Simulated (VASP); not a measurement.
# MoRu5 (P-6m2) in VASP: notebook, part 2 of 2

VASP 6.6.1. The steps go on from the part before.

## (3) Single point, PBE, collinear spin, ferromagnetic start

Contents of INCAR:

```
SYSTEM = MoRu5
  PREC = Accurate
  ENCUT = 520
  EDIFF = 1E-6
  ISMEAR = 0
  SIGMA = 0.1
  LREAL = .FALSE.
  LASPH = .TRUE.
  NELM = 150
  ALGO = Fast
  ISIF = 2
  LWAVE = .FALSE.
  LCHARG = .FALSE.
  ISPIN = 2
  MAGMOM = 1 1 1 1 1 1
  LORBIT = 11
  LMAXMIX = 4
  GGA = PE
  NBANDS = 55
```

Contents of KPOINTS:

```
regular mesh
0
G
  6 6 2
  0 0 0
```

Contents of POSCAR:

```
MoRu5
1.0
    2.7383421000      0.0000000000      0.0000000000
   -1.3691710000      2.3714738000      0.0000000000
    0.0000000000      0.0000000000     13.0345319000
Mo Ru
1 5
Direct
    0.0000000000      0.0000000000      0.5000000000
    0.3333333000      0.6666667000      0.0000000000
    0.3333333000      0.6666667000      0.3287430000
    0.3333333000      0.6666667000      0.6712570000
    0.0000000000      0.0000000000      0.8367370000
    0.0000000000      0.0000000000      0.1632630000
```

Potentials or basis: VASP PAW PBE potentials, release 64 (Mo_sv, Ru_pv).

Command:

```console
> cat potpaw_PBE.64/Mo_sv/POTCAR potpaw_PBE.64/Ru_pv/POTCAR > POTCAR
> mpirun -np 1 vasp_std > vasp.out
```

OUTCAR:

```text
SYSTEM = MoRu5
   PREC = Accurate
   ENCUT = 520
   EDIFF = 1E-6
   ISMEAR = 0
   LREAL = .FALSE.
   LASPH = .TRUE.
   NELM = 150
   ISIF = 2
   ISPIN = 2
   LORBIT = 11
   GGA = PE

 ion  position               nearest neighbor table
   1  0.000  0.000  0.500-   3 2.74   4 2.74   3 2.74   4 2.74   3 2.74   4 2.74
   2  0.333  0.667  0.000-   5 2.65   6 2.65   5 2.65   6 2.65   5 2.65   6 2.65
   3  0.333  0.667  0.329-   6 2.67   6 2.67   6 2.67   1 2.74   1 2.74   1 2.74
   4  0.333  0.667  0.671-   5 2.67   5 2.67   5 2.67   1 2.74   1 2.74   1 2.74
   5  0.000  0.000  0.837-   2 2.65   2 2.65   2 2.65   4 2.67   4 2.67   4 2.67
   6  0.000  0.000  0.163-   2 2.65   2 2.65   2 2.65   3 2.67   3 2.67   3 2.67

  LATTYP: Found a hexagonal cell.
 ALAT       =     2.7383421000
 C/A-ratio  =     4.7600085833

  Lattice vectors:

 A1 = (   2.7383421000,   0.0000000000,   0.0000000000)
 A2 = (  -1.3691710000,   2.3714738000,   0.0000000000)
 A3 = (   0.0000000000,   0.0000000000,  13.0345319000)

Analysis of symmetry for initial positions (statically):
=====================================================================
 Subroutine PRICEL returns:
 Original cell was already a primitive cell.

 Routine SETGRP: Setting up the symmetry group for a
 hexagonal supercell.

 Subroutine GETGRP returns: Found 12 space group operations
 (whereof 12 operations were pure point group operations)
 out of a pool of 24 trial point group operations.

The static configuration has the point symmetry D_3h.

Analysis of symmetry for dynamics (positions and initial velocities):
=====================================================================
 Subroutine PRICEL returns:
 Original cell was already a primitive cell.

 Routine SETGRP: Setting up the symmetry group for a
 hexagonal supercell.

 Subroutine GETGRP returns: Found 12 space group operations
 (whereof 12 operations were pure point group operations)
 out of a pool of 24 trial point group operations.

The dynamic configuration has the point symmetry D_3h.

Analysis of structural, dynamic, and magnetic symmetry:
=====================================================================
 Subroutine PRICEL returns:
 Original cell was already a primitive cell.

 Routine SETGRP: Setting up the symmetry group for a
 hexagonal supercell.

 Subroutine GETGRP returns: Found 12 space group operations
 (whereof 12 operations were pure point group operations)
 out of a pool of 24 trial point group operations.

The overall configuration has the point symmetry D_3h.

 Subroutine INISYM returns: Found 12 space group operations
 (whereof 12 operations are pure point group operations),
 and found     1 'primitive' translations

----------------------------------------------------------------------------------------

                                     Primitive cell

  volume of cell :      84.6450

  direct lattice vectors                    reciprocal lattice vectors
     2.738342100  0.000000000  0.000000000     0.365184467  0.210839345  0.000000000
    -1.369171000  2.371473800  0.000000000     0.000000000  0.421678705  0.000000000
     0.000000000  0.000000000 13.034531900     0.000000000  0.000000000  0.076719287

  length of vectors
     2.738342100  2.738342055 13.034531900     0.421678698  0.421678705  0.076719287
[... 85 lines left out ...]
   ISYM   =      2    0-nonsym 1-usesym 2-fastsym
   POTIM  = 0.5000    time-step for ionic-motion
   TEBEG  =    0.0;   TEEND  =   0.0 temperature during run
   PSTRESS=    0.0 pullay stress
   NELECT =      84.0000    total number of electrons
   NUPDOWN=      -1.0000    fix difference up-down
   EMIN   =  10.00;   EMAX   =-10.00  energy-range for DOS
   EFERMI =   0.00;   METHOD = LEGACY
   ISMEAR =     0;   SIGMA  =   0.10  broadening in eV -4-tet -1-fermi 0-gaus
   EFERMI_NEDOS =   21; number of points for ismear=-14 and -15
   IALGO  =     68    algorithm
   IMIX   =      4    mixing-type and parameters
     AMIX     =   0.40;   BMIX     =  1.00
     AMIX_MAG =   1.60;   BMIX_MAG =  1.00
  volume/ion in A,a.u.               =      14.11        95.20
  Fermi-wavevector in a.u.,A,eV,Ry     =   1.632930  3.085789 36.279374  2.666459
  Thomas-Fermi vector in A             =   2.724819
   LORBIT       =     11    0 simple, 1 ext, 2 COOP (PROOUT), +10 PAW based schemes
   GGA     = PE    functional components
   LHFCALC =     F    Hartree Fock is set to
   AEXX    =    0.0000 exact exchange contribution
   IVDW    =     0    specifies the selected vdW correction
   LEPSILON=     F    determine dielectric tensor
   LRPA    =     F    only Hartree local field effects (RPA)
 spin polarized calculation
 RMM-DIIS sequential band-by-band and
 Gauss-broadening in eV      SIGMA  =   0.10
  energy-cutoff  :      520.00
  volume of cell :       84.65
 maximum number of plane-waves:      2300
   NGX = 11   NGY = 11   NGZ = 49

 number of electron      84.0000002 magnetization       0.0008809

 number of electron      84.0000002 magnetization      -0.0006426

 Free energy of the ion-electron system (eV)
  ---------------------------------------------------
  ext. energy  EPLUGINS =         0.00000000
  ---------------------------------------------------
  free energy    TOTEN  =       -56.92884914 eV

  energy without entropy =      -56.89916208  energy(sigma->0) =      -56.91400561

 E-fermi :  12.4594     XC(G=0): -13.8988

 val. band max:       12.3290331282   @ k =   0.3333   0.3333   0.5000
 cond. band min:      12.4603303690   @ k =   0.1667   0.1667   0.0000
 fundamental gap:      0.1312972408
 Fermi energy:        12.4593675791

 spin component 1

 k-point     1 :       0.0000    0.0000    0.0000
  band No.  band energies     occupation
      1     -48.2999      1.00000
      2     -31.1130      1.00000
      3     -30.7711      1.00000
      4     -30.4819      1.00000
      5     -30.3629      1.00000
      6     -30.3629      1.00000
[... 787 lines left out ...]
     53      19.9992      0.00000
     54      20.2738      0.00000
 Fermi energy:        12.4593675791

 spin component 2

 k-point     1 :       0.0000    0.0000    0.0000
  band No.  band energies     occupation
      1     -48.2999      1.00000
      2     -31.1132      1.00000
      3     -30.7712      1.00000
      4     -30.4821      1.00000
      5     -30.3632      1.00000
      6     -30.3632      1.00000
[... 787 lines left out ...]
     53      19.9992      0.00000
     54      20.2739      0.00000
 [bands above 54 left out]

------------------------ aborting loop because EDIFF is reached ----------------------------------------

  FORCE on cell =-STRESS in cart. coord.  units (eV):
  Direction    XX          YY          ZZ          XY          YZ          ZX
  --------------------------------------------------------------------------------------
  -------------------------------------------------------------------------------------
  Total       -0.0823468     -0.0823468      0.6794415     -0.0000000      0.0000000      0.0000000
  in kB       -1.5586759     -1.5586758     12.8605993     -0.0000000      0.0000000      0.0000000
  external PRESSURE =       3.2477492 kB  Pullay stress =       0.0000000 kB

 VOLUME and BASIS-vectors are now :
 -----------------------------------------------------------------------------
  energy-cutoff  :      520.00
  volume of cell :       84.65
      direct lattice vectors                 reciprocal lattice vectors
     2.738342100  0.000000000  0.000000000     0.365184467  0.210839345  0.000000000
    -1.369171000  2.371473800  0.000000000     0.000000000  0.421678705  0.000000000
     0.000000000  0.000000000 13.034531900     0.000000000  0.000000000  0.076719287

 POSITION                                       TOTAL-FORCE (eV/Angst)
 -----------------------------------------------------------------------------------
      0.00000      0.00000      6.51727        -0.000000      0.000000      0.000000
     -0.00000      1.58098      0.00000        -0.000000      0.000000      0.000000
     -0.00000      1.58098      4.28501         0.000000     -0.000000      0.097104
     -0.00000      1.58098      8.74952         0.000000      0.000000     -0.097104
      0.00000      0.00000     10.90648        -0.000000      0.000000      0.151558
      0.00000      0.00000      2.12806        -0.000000      0.000000     -0.151558
 -----------------------------------------------------------------------------------
    total drift:                                0.000377     -0.000218     -0.000000

  FREE ENERGIE OF THE ION-ELECTRON SYSTEM (eV)
  ---------------------------------------------------
  free  energy   TOTEN  =       -56.9288491416 eV

  energy  without entropy=      -56.8991620784  energy(sigma->0) =      -56.91400561

 total charge

# of ion       s       p       d       tot
------------------------------------------
    1        2.390   6.206   3.961  12.557
    2        0.403   6.305   5.918  12.627
    3        0.402   6.294   5.949  12.645
    4        0.402   6.294   5.949  12.645
    5        0.400   6.298   5.923  12.621
    6        0.400   6.298   5.923  12.621
--------------------------------------------------
tot          4.397  37.695  33.624  75.715

 magnetization (x)

# of ion       s       p       d       tot
------------------------------------------
    1        0.000   0.000   0.000   0.000
    2       -0.000  -0.000  -0.000  -0.000
    3       -0.000   0.000  -0.000  -0.000
    4       -0.000   0.000  -0.000  -0.000
    5       -0.000  -0.000  -0.000  -0.000
    6       -0.000  -0.000  -0.000  -0.000
--------------------------------------------------
tot         -0.000   0.000  -0.000  -0.000
```

It took 85 s on 1 thread of Intel Xeon 6975P-C (Granite Rapids), shared host; peak memory 0.27 GiB.

Results:

| Quantity | Value |
| --- | --- |
| Free energy | -56.9288 eV |
| Pressure | 0.3 GPa |
| Largest force | 0.152 eV/Å |
| Band gap on the k mesh | zero (filled and empty bands overlap) |
| Net moment | 0.00 μB per cell |
| Valence electrons inside the program's atomic spheres | Mo 12.56; Ru 12.63, 12.64, 12.62 |

Forces on the atoms (eV/Å):
```
Mo   0.000  0.000  0.000
Ru   0.000  0.000  0.000
Ru   0.000  0.000  0.097
Ru   0.000  0.000 -0.097
Ru   0.000  0.000  0.152
Ru   0.000  0.000 -0.152
```

Stress tensor (GPa, compression positive):
```
-0.16  0.00  0.00
 0.00 -0.16  0.00
 0.00  0.00  1.29
```

Caveat: the k points lie up to 0.44 Å⁻¹ apart.
